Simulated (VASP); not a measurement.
# Cr (Im-3m) in VASP: notebook

Runs on Cr. Level: PBE. Tasks: single point, relaxation of cell and atoms.

Program: VASP 6.6.1. These are calculated values, not measurements. Logs are shortened: lines on timing, memory, paths and dates and some standing lists are left out, and cuts for length are marked.

## Step 1: The cell of the first run

The structure is cubic, space group Im-3m (No. 229). The conventional cell has a = 2.876 Å, b = 2.876 Å, c = 2.876 Å, α = 90.00°, β = 90.00°, γ = 90.00°. Cr (site symmetry m-3m) has 14 Cr at 2.49 to 2.88 Å within 3.3 Å.

## Step 2: Single point, PBE (volume scaled by 1.03)

Contents of INCAR:

```
SYSTEM = Cr
PREC = Accurate
ENCUT = 520
EDIFF = 1E-7
ISMEAR = 0
SIGMA = 0.1
LREAL = .FALSE.
LASPH = .TRUE.
NELM = 100
ALGO = Normal
ISIF = 2
LWAVE = .FALSE.
LCHARG = .FALSE.
GGA = PE
NBANDS = 12
```

Contents of KPOINTS:

```
Automatic mesh
0
G
  20 20 20
  0 0 0
```

Contents of POSCAR:

```
Cr
1.0
   -1.4380140935      1.4380140935      1.4380140935
    1.4380140935     -1.4380140935      1.4380140935
    1.4380140935      1.4380140935     -1.4380140935
Cr
1
Direct
    0.0000000000      0.0000000000      0.0000000000
```

Potentials or basis: VASP PAW PBE potentials, release 64 (Cr_pv).

Run with:

```sh
$ cat potpaw_PBE.64/Cr_pv/POTCAR > POTCAR
$ mpirun -np 1 vasp_std > vasp.out
```

OUTCAR:

```text
SYSTEM = Cr
   PREC = Accurate
   ENCUT = 520
   EDIFF = 1E-7
   ISMEAR = 0
   LREAL = .FALSE.
   LASPH = .TRUE.
   NELM = 100
   ISIF = 2
   GGA = PE

 ion  position               nearest neighbor table
   1  0.000  0.000  0.000-

  LATTYP: Found a body centered cubic cell.
 ALAT       =     2.8760281870

  Lattice vectors:

 A1 = (  -1.4380140935,   1.4380140935,   1.4380140935)
 A2 = (   1.4380140935,  -1.4380140935,   1.4380140935)
 A3 = (   1.4380140935,   1.4380140935,  -1.4380140935)

Analysis of symmetry for initial positions (statically):
=====================================================================
 Subroutine PRICEL returns:
 Original cell was already a primitive cell.

 Routine SETGRP: Setting up the symmetry group for a
 body centered cubic supercell.

 Subroutine GETGRP returns: Found 48 space group operations
 (whereof 48 operations were pure point group operations)
 out of a pool of 48 trial point group operations.

The static configuration has the point symmetry O_h .

Analysis of symmetry for dynamics (positions and initial velocities):
=====================================================================
 Subroutine PRICEL returns:
 Original cell was already a primitive cell.

 Routine SETGRP: Setting up the symmetry group for a
 body centered cubic supercell.

 Subroutine GETGRP returns: Found 48 space group operations
 (whereof 48 operations were pure point group operations)
 out of a pool of 48 trial point group operations.

The dynamic configuration has the point symmetry O_h .

 Subroutine INISYM returns: Found 48 space group operations
 (whereof 48 operations are pure point group operations),
 and found     1 'primitive' translations

----------------------------------------------------------------------------------------

                                     Primitive cell

  volume of cell :      11.8946

  direct lattice vectors                    reciprocal lattice vectors
    -1.438014094  1.438014094  1.438014094     0.000000000  0.347701738  0.347701738
     1.438014094 -1.438014094  1.438014094     0.347701738  0.000000000  0.347701738
     1.438014094  1.438014094 -1.438014094     0.347701738  0.347701738  0.000000000

  length of vectors
     2.490713472  2.490713472  2.490713472     0.491724514  0.491724514  0.491724514

  position of ions in fractional coordinates (direct lattice)
     0.000000000  0.000000000  0.000000000

  ion indices of the primitive-cell ions
   primitive index   ion index
[... 81 lines left out ...]
   POTIM  = 0.5000    time-step for ionic-motion
   TEBEG  =    0.0;   TEEND  =   0.0 temperature during run
   PSTRESS=    0.0 pullay stress
   NELECT =      12.0000    total number of electrons
   NUPDOWN=      -1.0000    fix difference up-down
   EMIN   =  10.00;   EMAX   =-10.00  energy-range for DOS
   EFERMI =   0.00;   METHOD = LEGACY
   ISMEAR =     0;   SIGMA  =   0.10  broadening in eV -4-tet -1-fermi 0-gaus
   EFERMI_NEDOS =   21; number of points for ismear=-14 and -15
   IALGO  =     38    algorithm
   IMIX   =      4    mixing-type and parameters
     AMIX     =   0.40;   BMIX     =  1.00
     AMIX_MAG =   1.60;   BMIX_MAG =  1.00
  volume/ion in A,a.u.               =      11.89        80.27
  Fermi-wavevector in a.u.,A,eV,Ry     =   1.641920  3.102780 36.679983  2.695903
  Thomas-Fermi vector in A             =   2.732310
   LORBIT       =      0    0 simple, 1 ext, 2 COOP (PROOUT), +10 PAW based schemes
   GGA     = PE    functional components
   LHFCALC =     F    Hartree Fock is set to
   AEXX    =    0.0000 exact exchange contribution
   IVDW    =     0    specifies the selected vdW correction
   LEPSILON=     F    determine dielectric tensor
   LRPA    =     F    only Hartree local field effects (RPA)
 non-spin polarized calculation
 Gauss-broadening in eV      SIGMA  =   0.10
  energy-cutoff  :      520.00
  volume of cell :       11.89
 maximum number of plane-waves:       333
   NGX =  9   NGY =  9   NGZ =  9

 number of electron      11.9999992 magnetization

 Free energy of the ion-electron system (eV)
  ---------------------------------------------------
  ext. energy  EPLUGINS =         0.00000000
  ---------------------------------------------------
  free energy    TOTEN  =        -9.50989593 eV

  energy without entropy =       -9.50629940  energy(sigma->0) =       -9.50809766

 E-fermi :  10.5748     XC(G=0): -13.5044

 val. band max:       10.5674961607   @ k =   0.4000   0.0000   0.0000
 cond. band min:      10.5917452564   @ k =   0.1500   0.0500   0.0000
 fundamental gap:      0.0242490957
 Fermi energy:        10.5748194228

 k-point     1 :       0.0000    0.0000    0.0000
  band No.  band energies     occupation
      1     -32.2064      2.00000
      2     -32.2064      2.00000
      3     -32.2064      2.00000
      4       2.8095      2.00000
      5       9.6841      2.00000
      6       9.6841      2.00000
      7       9.6841      2.00000
      8      11.6613      0.00000
      9      11.6613      0.00000
     10      17.6496      0.00000
     11      32.6319      0.00000
     12      32.6319      0.00000
[... 331 lines left out ...]
 k-point    24 :       0.2500    0.1000    0.0000
  band No.  band energies     occupation
      1     -32.7688      2.00000
      2     -32.3886      2.00000
      3     -32.2377      2.00000
      4       5.9629      2.00000
      5       8.6797      2.00000
      6       9.1633      2.00000
      7      11.2994      0.00000
      8      11.9238      0.00000
      9      12.2418      0.00000
     10      17.6485      0.00000
     11      25.2752      0.00000
     12      28.4412      0.00000

 [... further k-points ...]

------------------------ aborting loop because EDIFF is reached ----------------------------------------

  FORCE on cell =-STRESS in cart. coord.  units (eV):
  Direction    XX          YY          ZZ          XY          YZ          ZX
  --------------------------------------------------------------------------------------
  -------------------------------------------------------------------------------------
  Total       -0.5661210     -0.5661210     -0.5661210      0.0000000      0.0000000      0.0000000
  in kB      -76.2553714    -76.2553714    -76.2553714      0.0000000      0.0000000      0.0000000
  external PRESSURE =     -76.2553714 kB  Pullay stress =       0.0000000 kB

 VOLUME and BASIS-vectors are now :
 -----------------------------------------------------------------------------
  energy-cutoff  :      520.00
  volume of cell :       11.89
      direct lattice vectors                 reciprocal lattice vectors
    -1.438014094  1.438014094  1.438014094     0.000000000  0.347701738  0.347701738
     1.438014094 -1.438014094  1.438014094     0.347701738  0.000000000  0.347701738
     1.438014094  1.438014094 -1.438014094     0.347701738  0.347701738  0.000000000

 POSITION                                       TOTAL-FORCE (eV/Angst)
 -----------------------------------------------------------------------------------
      0.00000      0.00000      0.00000        -0.000000      0.000000     -0.000000
 -----------------------------------------------------------------------------------
    total drift:                                0.000000     -0.000000      0.000000

  FREE ENERGIE OF THE ION-ELECTRON SYSTEM (eV)
  ---------------------------------------------------
  free  energy   TOTEN  =        -9.5098959318 eV

  energy  without entropy=       -9.5062993958  energy(sigma->0) =       -9.50809766
```

OSZICAR:

```text
N       E                     dE             d eps       ncg     rms          rms(c)
DAV:   1     0.813338206235E+02    0.81334E+02   -0.70489E+03  6160   0.119E+03
DAV:   2    -0.100044910261E+02   -0.91338E+02   -0.88060E+02  6244   0.297E+02
DAV:   3    -0.112245198648E+02   -0.12200E+01   -0.12133E+01  6832   0.414E+01
DAV:   4    -0.112311405077E+02   -0.66206E-02   -0.66205E-02  6572   0.304E+00
DAV:   5    -0.112312224568E+02   -0.81949E-04   -0.81950E-04  6724   0.311E-01    0.125E+01
DAV:   6    -0.953732474574E+01    0.16939E+01   -0.46684E+00  6440   0.361E+01    0.212E+00
DAV:   7    -0.951997052530E+01    0.17354E-01   -0.65587E-02  6300   0.364E+00    0.110E+00
DAV:   8    -0.951008797628E+01    0.98825E-02   -0.29631E-03  6764   0.887E-01    0.160E-01
DAV:   9    -0.950989469273E+01    0.19328E-03   -0.73758E-04  6284   0.435E-01    0.431E-02
DAV:  10    -0.950990121693E+01   -0.65242E-05   -0.14458E-05  6500   0.428E-02    0.895E-03
DAV:  11    -0.950989587962E+01    0.53373E-05   -0.10805E-06  6604   0.175E-02    0.965E-04
DAV:  12    -0.950989593179E+01   -0.52167E-07   -0.67048E-09  3236   0.117E-03
   1 F= -.95098959E+01 E0= -.95080977E+01  d E =-.359654E-02
```

It took 32 s on 1 thread of AMD EPYC 7R43 (Zen 3), shared host; peak memory 0.11 GiB.

What came out:

| Item | Value |
| --- | --- |
| Free energy | -9.5099 eV |
| Pressure | -7.6 GPa |
| Band gap on the k mesh | zero (band 6 reaches 12.90 eV, above the bottom of band 7 at 9.68 eV) |

Levels at points of the mesh, in eV from the Fermi level:
| k point | band 2 | band 3 | band 4 | band 5 | band 6 | band 7 | band 8 | band 9 | band 10 | band 11 |
| --- | --- | --- | --- | --- | --- | --- | --- | --- | --- | --- |
| (0.00, 0.00, 0.00) | -42.78 | -42.78 | -7.77 | -0.89 | -0.89 | -0.89 | 1.09 | 1.09 | 7.07 | 22.06 |
| (0.50, 0.00, 0.00) | -43.05 | -42.79 | -4.30 | -2.37 | 1.03 | 1.08 | 1.41 | 2.70 | 7.07 | 9.56 |
| (0.50, 0.50, 0.50) | -43.36 | -43.36 | -4.15 | -4.15 | 2.33 | 2.33 | 2.33 | 7.07 | 10.33 | 10.33 |

Caveat: the cell differs from its parent crystal (volume scaled by 1.03); the run has no spin polarisation, though such a crystal can be magnetic. Spin polarisation is off, so any magnetic state and its effect on volume and gap are missing.

## Step 3: Single point, PBE (volume scaled by 1.06)

Contents of INCAR:

```
SYSTEM = Cr
ALGO = Normal ; EDIFF = 1E-6
ENCUT = 520 ; GGA = PE
ISIF = 2 ; ISMEAR = 0
LASPH = .True. ; LCHARG = .False.
LREAL = .False. ; LWAVE = .False.
NBANDS = 12 ; NELM = 60
PREC = Accurate ; SIGMA = 0.1
```

Contents of KPOINTS:

```
k-points
0
Gamma
  20 20 20
  0 0 0
```

Contents of POSCAR:

```
Cr
1.0
   -1.4518420003      1.4518420003      1.4518420003
    1.4518420003     -1.4518420003      1.4518420003
    1.4518420003      1.4518420003     -1.4518420003
Cr
1
Direct
    0.0000000000      0.0000000000      0.0000000000
```

Potentials or basis: VASP PAW PBE potentials, release 64 (Cr_pv).

Run with:

```sh
$ cat potpaw_PBE.64/Cr_pv/POTCAR > POTCAR
$ mpirun -np 1 vasp_std > vasp.out
```

It took 33 s on 1 thread of AMD EPYC 7R43 (Zen 3), shared host; peak memory 0.12 GiB.

It converged, with:

```
Free energy            : -9.4868 eV
Pressure               : -13.7 GPa
Band gap on the k mesh : zero (band 6 reaches 12.41 eV, above the bottom of band 7 at 9.32 eV)
```

Levels at points of the mesh, in eV from the Fermi level:
```csv
k point,band 4,band 5,band 6,band 7,band 8,band 9
"(0.00, 0.00, 0.00)",-7.65,-0.85,-0.85,-0.85,1.05,1.05
"(0.50, 0.00, 0.00)",-4.16,-2.28,0.97,1.04,1.35,2.59
"(0.50, 0.50, 0.50)",-3.98,-3.98,2.24,2.24,2.24,7.06
```

Caveat: the cell differs from its parent crystal (volume scaled by 1.06); the run has no spin polarisation, though such a crystal can be magnetic. Spin polarisation is off, so any magnetic state and its effect on volume and gap are missing.

## Step 4: Relaxation of cell and atoms, PBE

This run uses another cell than the first one, of 11.57 Å³/atom, 0.973 times its volume.

Contents of INCAR:

```
SYSTEM = Cr
PREC = Accurate
ENCUT = 600
EDIFF = 1E-6
ISMEAR = 0
SIGMA = 0.1
LREAL = .False.
LASPH = .True.
NELM = 80
ALGO = Normal
ISIF = 3
LWAVE = .False.
LCHARG = .False.
GGA = PE
IBRION = 2
NSW = 100
EDIFFG = -0.005
```

Contents of KPOINTS:

```
Automatic mesh
0
Gamma
  20 20 20
  0 0 0
```

Contents of POSCAR:

```
Cr
1.0
   -1.4248462202      1.4248462202      1.4248462202
    1.4248462202     -1.4248462202      1.4248462202
    1.4248462202      1.4248462202     -1.4248462202
Cr
1
Direct
    0.0000000000      0.0000000000      0.0000000000
```

Potentials or basis: VASP PAW PBE potentials, release 64 (Cr_pv).

Run with:

```sh
$ cat potpaw_PBE.64/Cr_pv/POTCAR > POTCAR
$ mpirun -np 1 vasp_std > vasp.out
```

OUTCAR:

```text
SYSTEM = Cr
   PREC = Accurate
   ENCUT = 600
   EDIFF = 1E-6
   ISMEAR = 0
   LREAL = .False.
   LASPH = .True.
   NELM = 80
   ISIF = 3
   GGA = PE
   IBRION = 2
   NSW = 100
   EDIFFG = -0.005

 ion  position               nearest neighbor table
   1  0.000  0.000  0.000-

  LATTYP: Found a body centered cubic cell.
 ALAT       =     2.8496924404

  Lattice vectors:

 A1 = (  -1.4248462202,   1.4248462202,   1.4248462202)
 A2 = (   1.4248462202,  -1.4248462202,   1.4248462202)
 A3 = (   1.4248462202,   1.4248462202,  -1.4248462202)

Analysis of symmetry for initial positions (statically):
=====================================================================
 Subroutine PRICEL returns:
 Original cell was already a primitive cell.

 Routine SETGRP: Setting up the symmetry group for a
 body centered cubic supercell.

 Subroutine GETGRP returns: Found 48 space group operations
 (whereof 48 operations were pure point group operations)
 out of a pool of 48 trial point group operations.

The static configuration has the point symmetry O_h .

Analysis of symmetry for dynamics (positions and initial velocities):
=====================================================================
 Subroutine PRICEL returns:
 Original cell was already a primitive cell.

 Routine SETGRP: Setting up the symmetry group for a
 body centered cubic supercell.

 Subroutine GETGRP returns: Found 48 space group operations
 (whereof 48 operations were pure point group operations)
 out of a pool of 48 trial point group operations.

The dynamic configuration has the point symmetry O_h .

 Subroutine INISYM returns: Found 48 space group operations
 (whereof 48 operations are pure point group operations),
 and found     1 'primitive' translations

[... 128 lines left out ...]
 maximum number of plane-waves:       402
   NGX =  9   NGY =  9   NGZ =  9

--------------------------------------- Ionic step        1  -------------------------------------------

 number of electron      11.9999995 magnetization

 Free energy of the ion-electron system (eV)
  ---------------------------------------------------
  ext. energy  EPLUGINS =         0.00000000
  ---------------------------------------------------
  free energy    TOTEN  =        -9.51844715 eV

  energy without entropy =       -9.51499641  energy(sigma->0) =       -9.51672178

------------------------ aborting loop because EDIFF is reached ----------------------------------------

  FORCE on cell =-STRESS in cart. coord.  units (eV):
  Direction    XX          YY          ZZ          XY          YZ          ZX
  --------------------------------------------------------------------------------------
  -------------------------------------------------------------------------------------
  Total       -0.0769221     -0.0769221     -0.0769221      0.0000000      0.0000000     -0.0000000
  in kB      -10.6511792    -10.6511792    -10.6511792      0.0000000      0.0000000     -0.0000000
  external PRESSURE =     -10.6511792 kB  Pullay stress =       0.0000000 kB
[... 57 lines left out ...]
--------------------------------------- Ionic step        3  -------------------------------------------

 number of electron      11.9999996 magnetization

 Free energy of the ion-electron system (eV)
  ---------------------------------------------------
  ext. energy  EPLUGINS =         0.00000000
  ---------------------------------------------------
  free energy    TOTEN  =        -9.51860194 eV

  energy without entropy =       -9.51517224  energy(sigma->0) =       -9.51688709

 E-fermi :  11.0248     XC(G=0): -13.6873

 val. band max:       11.0201007637   @ k =   0.4500   0.1000   0.0000
 cond. band min:      11.0339310270   @ k =  -0.1500   0.2000   0.1000
 fundamental gap:      0.0138302633
 Fermi energy:        11.0247907349

 k-point     1 :       0.0000    0.0000    0.0000
  band No.  band energies     occupation
      1     -31.7165      2.00000
      2     -31.7164      2.00000
      3     -31.7164      2.00000
      4       3.1407      2.00000
      5      10.0926      2.00000
      6      10.0926      2.00000
      7      10.0926      2.00000
      8      12.1525      0.00000
      9      12.1525      0.00000
     10      18.1170      0.00000
[... 287 lines left out ...]
 k-point    24 :       0.2500    0.1000    0.0000
  band No.  band energies     occupation
      1     -32.3391      2.00000
      2     -31.9172      2.00000
      3     -31.7515      2.00000
      4       6.3339      2.00000
      5       9.0410      2.00000
      6       9.5641      2.00000
      7      11.7754      0.00000
      8      12.4320      0.00000
      9      12.7691      0.00000
     10      18.1158      0.00000

 [... further k-points ...]

------------------------ aborting loop because EDIFF is reached ----------------------------------------

  FORCE on cell =-STRESS in cart. coord.  units (eV):
  Direction    XX          YY          ZZ          XY          YZ          ZX
  --------------------------------------------------------------------------------------
  -------------------------------------------------------------------------------------
  Total        0.0017752      0.0017752      0.0017752      0.0000000      0.0000000     -0.0000000
  in kB        0.2468159      0.2468159      0.2468159      0.0000000      0.0000000     -0.0000000
  external PRESSURE =       0.2468159 kB  Pullay stress =       0.0000000 kB
[... 16 lines left out ...]
  FREE ENERGIE OF THE ION-ELECTRON SYSTEM (eV)
  ---------------------------------------------------
  free  energy   TOTEN  =        -9.5186019431 eV

  energy  without entropy=       -9.5151722415  energy(sigma->0) =       -9.51688709

 reached required accuracy - stopping structural energy minimisation
```

OSZICAR:

```text
N       E                     dE             d eps       ncg     rms          rms(c)
DAV:   1     0.807406520977E+02    0.80741E+02   -0.79845E+03  5120   0.158E+03
DAV:   2    -0.979733160983E+01   -0.90538E+02   -0.88198E+02  5164   0.341E+02
[... 19 lines left out ...]
   2 F= -.95181368E+01 E0= -.95164402E+01  d E =0.310316E-03
       N       E                     dE             d eps       ncg     rms          rms(c)
DAV:   1    -0.952836859005E+01   -0.10232E-01   -0.18840E-01  5120   0.785E+00    0.826E-01
DAV:   2    -0.951889268416E+01    0.94759E-02   -0.48936E-02  5150   0.325E+00    0.144E-01
DAV:   3    -0.951867292127E+01    0.21976E-03   -0.48064E-04  5360   0.366E-01    0.775E-02
DAV:   4    -0.951860186844E+01    0.71053E-04   -0.10643E-04  5190   0.157E-01    0.113E-02
DAV:   5    -0.951860194312E+01   -0.74682E-07   -0.19978E-06  4554   0.240E-02
   3 F= -.95186019E+01 E0= -.95168871E+01  d E =-.154794E-03
```

Wall time 58 s (1 thread of AMD EPYC 7R43 (Zen 3), shared host); peak memory 0.12 GiB.

Results:

* Free energy: -9.5186 eV
* Relaxed volume: 11.52 Å³/atom
* Relaxed cell: a = 2.465 Å, b = 2.465 Å, c = 2.465 Å, α = 109.47°, β = 109.47°, γ = 109.47°
* Space group after relaxing (to 0.05 Å): Im-3m (No. 229)
* Energy gained by relaxing: 0.2 meV/atom
* Ionic steps: 3
* Pressure after relaxing: 0.0 GPa
* Band gap on the k mesh: zero (band 6 reaches 13.46 eV, above the bottom of band 7 at 10.09 eV)

Step by step:
| step | energy change (eV) | largest force (eV/Å) | pressure (GPa) | volume (Å³) |
| --- | --- | --- | --- | --- |
| 1 | 0.0000 | 0.0000 | -1.07 | 11.57 |
| 2 | 0.0003 | 0.0000 | 1.86 | 11.44 |
| 3 | -0.0002 | 0.0000 | 0.02 | 11.52 |

Final structure:
```yaml
crystal:
  lattice:
    - [-1.42290, 1.42290, 1.42290]
    - [1.42290, -1.42290, 1.42290]
    - [1.42290, 1.42290, -1.42290]
  atoms:
    - { symbol: Cr, position: [0.00000, 0.00000, 0.00000] }
```

Caveat: the run has no spin polarisation, though such a crystal can be magnetic.

## Step 5: Summary

```tsv
task	cell	cutoff (eV)	gap on the mesh (eV)	pressure (GPa)
single point	a = 2.491 Å, angles 109.5°, 1 atom	520	none	-7.6
single point	a = 2.515 Å, angles 109.5°, 1 atom	520	none	-13.7
relaxation of cell and atoms	relaxed from a = 2.468 Å, angles 109.5°, 1 atom	600	none	0.0
```

Alike in all rows: level PBE; potentials or basis VASP PAW PBE potentials, release 64 (Cr_pv); no spin polarisation; k mesh 20 × 20 × 20; smearing gaussian 0.1 eV.

Caveats: the run has no spin polarisation, though such a crystal can be magnetic.

Absolute energies hang on the potentials; compare differences alone.
